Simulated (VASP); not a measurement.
# Mn (P6_3/mmc) in VASP: further runs, part 2 of 2

VASP 6.6.1. The steps go on from the part before.

### Step 3. Single point, PBE (volume scaled by 1.12)

INCAR

```
SYSTEM = Mn
ALGO = Normal
EDIFF = 1E-7
ENCUT = 520
GGA = PE
ISIF = 2
ISMEAR = -1
LASPH = .TRUE.
LCHARG = .FALSE.
LREAL = .FALSE.
LWAVE = .FALSE.
NBANDS = 20
NELM = 60
PREC = Accurate
SIGMA = 0.1
```

KPOINTS

```
k-points
0
G
  24 24 13
  0 0 0
```

POSCAR

```
Mn
1.0
    2.5791280972      0.0000000000      0.0000000000
   -1.2895640486      2.2335904518      0.0000000000
    0.0000000000      0.0000000000      4.1679616808
Mn
2
Direct
    0.3333333333      0.6666666667      0.2500000000
    0.6666666667      0.3333333333      0.7500000000
```

Potentials or basis: VASP PAW PBE potentials, release 64 (Mn_pv).

The run is started by

```
$ cat potpaw_PBE.64/Mn_pv/POTCAR > POTCAR
$ mpirun -np 1 vasp_std > vasp.out
```

OUTCAR:

```text
SYSTEM = Mn
   EDIFF = 1E-7
   ENCUT = 520
   GGA = PE
   ISIF = 2
   ISMEAR = -1
   LASPH = .TRUE.
   LREAL = .FALSE.
   NELM = 60
   PREC = Accurate

 ion  position               nearest neighbor table
   1  0.333  0.667  0.250-   2 2.56   2 2.56   2 2.56   2 2.56   2 2.56   2 2.56
   2  0.667  0.333  0.750-   1 2.56   1 2.56   1 2.56   1 2.56   1 2.56   1 2.56

  LATTYP: Found a hexagonal cell.
 ALAT       =     2.5791280972
 C/A-ratio  =     1.6160351575

  Lattice vectors:

 A1 = (   2.5791280972,   0.0000000000,   0.0000000000)
 A2 = (  -1.2895640486,   2.2335904518,   0.0000000000)
 A3 = (   0.0000000000,   0.0000000000,   4.1679616808)

Analysis of symmetry for initial positions (statically):
=====================================================================
 Subroutine PRICEL returns:
 Original cell was already a primitive cell.

 Routine SETGRP: Setting up the symmetry group for a
 hexagonal supercell.

 Subroutine GETGRP returns: Found 24 space group operations
 (whereof 12 operations were pure point group operations)
 out of a pool of 24 trial point group operations.

The static configuration has the point symmetry D_3d.
 The point group associated with its full space group is D_6h.

Analysis of symmetry for dynamics (positions and initial velocities):
=====================================================================
 Subroutine PRICEL returns:
 Original cell was already a primitive cell.

 Routine SETGRP: Setting up the symmetry group for a
 hexagonal supercell.

 Subroutine GETGRP returns: Found 24 space group operations
 (whereof 12 operations were pure point group operations)
 out of a pool of 24 trial point group operations.

The dynamic configuration has the point symmetry D_3d.
 The point group associated with its full space group is D_6h.

 Subroutine INISYM returns: Found 24 space group operations
 (whereof 12 operations are pure point group operations),
[... 104 lines left out ...]
   POTIM  = 0.5000    time-step for ionic-motion
   TEBEG  =    0.0;   TEEND  =   0.0 temperature during run
   PSTRESS=    0.0 pullay stress
   NELECT =      26.0000    total number of electrons
   NUPDOWN=      -1.0000    fix difference up-down
   EMIN   =  10.00;   EMAX   =-10.00  energy-range for DOS
   EFERMI =   0.00;   METHOD = LEGACY
   ISMEAR =    -1;   SIGMA  =   0.10  broadening in eV -4-tet -1-fermi 0-gaus
   EFERMI_NEDOS =   21; number of points for ismear=-14 and -15
   IALGO  =     38    algorithm
   IMIX   =      4    mixing-type and parameters
     AMIX     =   0.40;   BMIX     =  1.00
     AMIX_MAG =   1.60;   BMIX_MAG =  1.00
  volume/ion in A,a.u.               =      12.01        81.02
  Fermi-wavevector in a.u.,A,eV,Ry     =   1.681122  3.176860 38.452392  2.826171
  Thomas-Fermi vector in A             =   2.764735
   LORBIT       =      0    0 simple, 1 ext, 2 COOP (PROOUT), +10 PAW based schemes
   GGA     = PE    functional components
   LHFCALC =     F    Hartree Fock is set to
   AEXX    =    0.0000 exact exchange contribution
   IVDW    =     0    specifies the selected vdW correction
   LEPSILON=     F    determine dielectric tensor
   LRPA    =     F    only Hartree local field effects (RPA)
 non-spin polarized calculation
  energy-cutoff  :      520.00
  volume of cell :       24.01
 maximum number of plane-waves:       663
 NGX is ok and might be reduce to    20
   NGX =  9   NGY =  9   NGZ = 15

 number of electron      25.9999977 magnetization

 Free energy of the ion-electron system (eV)
  ---------------------------------------------------
  ext. energy  EPLUGINS =         0.00000000
  ---------------------------------------------------
  free energy    TOTEN  =       -17.71694660 eV

  energy without entropy =      -17.60491128  energy(sigma->0) =      -17.66092894

 E-fermi :   8.8946     XC(G=0): -13.3618

 val. band max:        8.8932714452   @ k =   0.3333   0.0833   0.3846
 cond. band min:       8.8950911125   @ k =   0.1667   0.1250   0.0000
 fundamental gap:      0.0018196673
 Fermi energy:         8.8946065164

 k-point     1 :       0.0000    0.0000    0.0000
  band No.  band energies     occupation
      1     -39.2246      2.00000
      2     -38.7765      2.00000
      3     -38.7765      2.00000
      4     -38.7017      2.00000
      5     -38.7017      2.00000
      6     -38.6869      2.00000
[... 541 lines left out ...]
     19      19.2946      0.00000
     20      19.8830      0.00000

 [... further k-points ...]
[... 5 lines left out ...]
  --------------------------------------------------------------------------------------
  -------------------------------------------------------------------------------------
  Total       -3.6563810     -3.6563810     -3.7107826      0.0000000     -0.0000000      0.0000000
  in kB     -243.9842855   -243.9842855   -247.6144113      0.0000000     -0.0000000      0.0000000
  external PRESSURE =    -245.1943274 kB  Pullay stress =       0.0000000 kB

 VOLUME and BASIS-vectors are now :
 -----------------------------------------------------------------------------
  energy-cutoff  :      520.00
  volume of cell :       24.01
      direct lattice vectors                 reciprocal lattice vectors
     2.579128097  0.000000000  0.000000000     0.387727931  0.223854825  0.000000000
    -1.289564049  2.233590452  0.000000000     0.000000000  0.447709650  0.000000000
     0.000000000  0.000000000  4.167961681     0.000000000  0.000000000  0.239925430

 POSITION                                       TOTAL-FORCE (eV/Angst)
 -----------------------------------------------------------------------------------
     -0.00000      1.48906      1.04199        -0.000000      0.000000      0.000000
      1.28956      0.74453      3.12597         0.000000      0.000000      0.000000
 -----------------------------------------------------------------------------------
    total drift:                                0.000000     -0.000000      0.000000

  FREE ENERGIE OF THE ION-ELECTRON SYSTEM (eV)
  ---------------------------------------------------
  free  energy   TOTEN  =       -17.7169466021 eV

  energy  without entropy=      -17.6049112822  energy(sigma->0) =      -17.66092894
```

stdout:

```text
POSCAR found type information on POSCAR Mn
 POSCAR found :  1 types and       2 ions
 scaLAPACK will be used
 LDA part: xc-table for (Slater+PW92), standard interpolation
 POSCAR, INCAR and KPOINTS ok, starting setup
 FFT: planning ... GRIDC
 FFT: planning ... GRID_SOFT
 FFT: planning ... GRID
 WAVECAR not read
 entering main loop
```

It took 100 s on 1 thread of Intel Xeon Platinum 8488C (Sapphire Rapids), shared host; peak memory 0.26 GiB.

Results:

```yaml
Free_energy: -17.7169 eV
Pressure: -24.5 GPa
Band_gap_on_the_k_mesh: zero (band 13 reaches 9.83 eV, above the bottom of band 14 at 8.05 eV)
```

Stress tensor (GPa, compression positive):
```
-24.40   0.00   0.00
  0.00 -24.40   0.00
  0.00   0.00 -24.76
```

Levels at points of the mesh, in eV from the Fermi level:
| k point | band 10 | band 11 | band 12 | band 13 | band 14 | band 15 | band 16 | band 17 |
| --- | --- | --- | --- | --- | --- | --- | --- | --- |
| (0.00, 0.00, 0.00) | -0.80 | -0.80 | -0.41 | -0.41 | 0.03 | 0.03 | 0.62 | 1.37 |
| (0.50, 0.00, 0.00) | -1.27 | -0.98 | -0.80 | -0.36 | 1.53 | 1.66 | 1.71 | 3.08 |

Caveat: the cell differs from its parent crystal (volume scaled by 1.12); the run has no spin polarisation, though such a crystal can be magnetic. Spin polarisation is off, so any magnetic state and its effect on volume and gap are missing.

### Step 4. Single point, PBE

This run uses another cell than the first one, of 10.72 Å³/atom, 0.912 times its volume.

INCAR

```
PREC = Accurate ; ENCUT = 500
EDIFF = 1E-6 ; ISMEAR = -1
SIGMA = 0.1 ; LREAL = F
LASPH = T ; NELM = 120
ALGO = Normal ; ISIF = 2
LWAVE = F ; LCHARG = T
GGA = PE ; LELF = T
LVHAR = T ; NBANDS = 20
GGA_COMPAT = F
```

KPOINTS

```
Automatic mesh
0
Gamma
  7 7 4
```

POSCAR

```
Mn
1.0
    2.4835156725      0.0000000000      0.0000000000
   -1.2417578362      2.1507876631      0.0000000000
    0.0000000000      0.0000000000      4.0134486416
Mn
2
Direct
    0.3333333333      0.6666666667      0.2500000000
    0.6666666667      0.3333333333      0.7500000000
```

Potentials or basis: VASP PAW PBE potentials, release 64 (Mn_pv).

The run is started by

```
$ cat potpaw_PBE.64/Mn_pv/POTCAR > POTCAR
$ mpirun -np 1 vasp_std > vasp.out
```

OUTCAR:

```text
PREC = Accurate
   ENCUT = 500
   EDIFF = 1E-6
   ISMEAR = -1
   LREAL = F
   LASPH = T
   NELM = 120
   ISIF = 2
   GGA = PE

 ion  position               nearest neighbor table
   1  0.333  0.667  0.250-   2 2.47   2 2.47   2 2.47   2 2.47   2 2.47   2 2.47
   2  0.667  0.333  0.750-   1 2.47   1 2.47   1 2.47   1 2.47   1 2.47   1 2.47

  LATTYP: Found a hexagonal cell.
 ALAT       =     2.4835156725
 C/A-ratio  =     1.6160351578

  Lattice vectors:

 A1 = (   2.4835156725,   0.0000000000,   0.0000000000)
 A2 = (  -1.2417578362,   2.1507876631,   0.0000000000)
 A3 = (   0.0000000000,   0.0000000000,   4.0134486416)

Analysis of symmetry for initial positions (statically):
=====================================================================
 Subroutine PRICEL returns:
 Original cell was already a primitive cell.

 Routine SETGRP: Setting up the symmetry group for a
 hexagonal supercell.

 Subroutine GETGRP returns: Found 24 space group operations
[... 160 lines left out ...]
  ext. energy  EPLUGINS =         0.00000000
  ---------------------------------------------------
  free energy    TOTEN  =       -17.95676724 eV

  energy without entropy =      -17.86176958  energy(sigma->0) =      -17.90926841

 E-fermi :  10.4124     XC(G=0): -14.0328

 val. band max:       10.4032362002   @ k =   0.2857   0.0000   0.5000
 cond. band min:      10.4269738337   @ k =   0.2857   0.2857   0.5000
 fundamental gap:      0.0237376335
 Fermi energy:        10.4124287583

 k-point     1 :       0.0000    0.0000    0.0000
  band No.  band energies     occupation
      1     -37.8601      2.00000
      2     -37.1902      2.00000
      3     -37.1901      2.00000
      4     -37.0839      2.00000
      5     -37.0839      2.00000
      6     -37.0762      2.00000
[... 541 lines left out ...]
     19      21.3038      0.00000
     20      21.3038      0.00000

------------------------ aborting loop because EDIFF is reached ----------------------------------------

  FORCE on cell =-STRESS in cart. coord.  units (eV):
  Direction    XX          YY          ZZ          XY          YZ          ZX
  --------------------------------------------------------------------------------------
  -------------------------------------------------------------------------------------
  Total       -0.1500980     -0.1500980      0.1278511     -0.0000000      0.0000000      0.0000000
  in kB      -11.2176908    -11.2176908      9.5550468     -0.0000000      0.0000000      0.0000000
  external PRESSURE =      -4.2934449 kB  Pullay stress =       0.0000000 kB

 VOLUME and BASIS-vectors are now :
 -----------------------------------------------------------------------------
  energy-cutoff  :      500.00
  volume of cell :       21.44
      direct lattice vectors                 reciprocal lattice vectors
     2.483515672  0.000000000  0.000000000     0.402654999  0.232472972  0.000000000
    -1.241757836  2.150787663  0.000000000     0.000000000  0.464945944  0.000000000
     0.000000000  0.000000000  4.013448642     0.000000000  0.000000000  0.249162276

 POSITION                                       TOTAL-FORCE (eV/Angst)
 -----------------------------------------------------------------------------------
     -0.00000      1.43386      1.00336         0.000000      0.000000      0.000000
      1.24176      0.71693      3.01009         0.000000     -0.000000      0.000000
 -----------------------------------------------------------------------------------
    total drift:                               -0.000000      0.000000     -0.000000

  FREE ENERGIE OF THE ION-ELECTRON SYSTEM (eV)
  ---------------------------------------------------
  free  energy   TOTEN  =       -17.9567672359 eV

  energy  without entropy=      -17.8617695799  energy(sigma->0) =      -17.90926841
```

OSZICAR:

```text
N       E                     dE             d eps       ncg     rms          rms(c)
DAV:   1     0.252828012641E+03    0.25283E+03   -0.15545E+04   976   0.180E+03
DAV:   2    -0.117490475635E+02   -0.26458E+03   -0.25704E+03   968   0.465E+02
DAV:   3    -0.212275894551E+02   -0.94785E+01   -0.93986E+01  1032   0.104E+02
DAV:   4    -0.213227807623E+02   -0.95191E-01   -0.95179E-01  1040   0.102E+01
DAV:   5    -0.213247043952E+02   -0.19236E-02   -0.19236E-02  1028   0.146E+00    0.187E+01
DAV:   6    -0.181010024564E+02    0.32237E+01   -0.16557E+01  1008   0.530E+01    0.297E+00
DAV:   7    -0.179779415258E+02    0.12306E+00   -0.67013E-01  1008   0.108E+01    0.962E-01
DAV:   8    -0.179591682981E+02    0.18773E-01   -0.49802E-03  1040   0.864E-01    0.368E-01
DAV:   9    -0.179567825618E+02    0.23857E-02   -0.10642E-03  1052   0.363E-01    0.384E-02
DAV:  10    -0.179567768146E+02    0.57472E-05   -0.64153E-05  1000   0.835E-02    0.141E-02
DAV:  11    -0.179567690570E+02    0.77576E-05   -0.65248E-07   644   0.875E-03    0.396E-03
DAV:  12    -0.179567670829E+02    0.19741E-05   -0.32327E-07   512   0.768E-03    0.315E-04
DAV:  13    -0.179567672359E+02   -0.15304E-06   -0.40545E-08   512   0.247E-03
   1 F= -.17956767E+02 E0= -.17909268E+02  d E =-.949977E-01
```

stdout:

```text
POSCAR found type information on POSCAR Mn
 POSCAR found :  1 types and       2 ions
 scaLAPACK will be used
 LDA part: xc-table for (Slater+PW92), standard interpolation
 POSCAR, INCAR and KPOINTS ok, starting setup
 FFT: planning ... GRIDC
 FFT: planning ... GRID_SOFT
 FFT: planning ... GRID
 WAVECAR not read
 entering main loop
```

Wall time 17 s (1 thread of Intel Xeon 8259CL, shared host); peak memory 0.13 GiB.

Results:

```
Free energy            : -17.9568 eV
Pressure               : -0.4 GPa
Band gap on the k mesh : zero (band 13 reaches 11.08 eV, above the bottom of band 14 at 9.38 eV)
```

Caveat: the k points lie up to 0.42 Å⁻¹ apart; the run has no spin polarisation, though such a crystal can be magnetic.
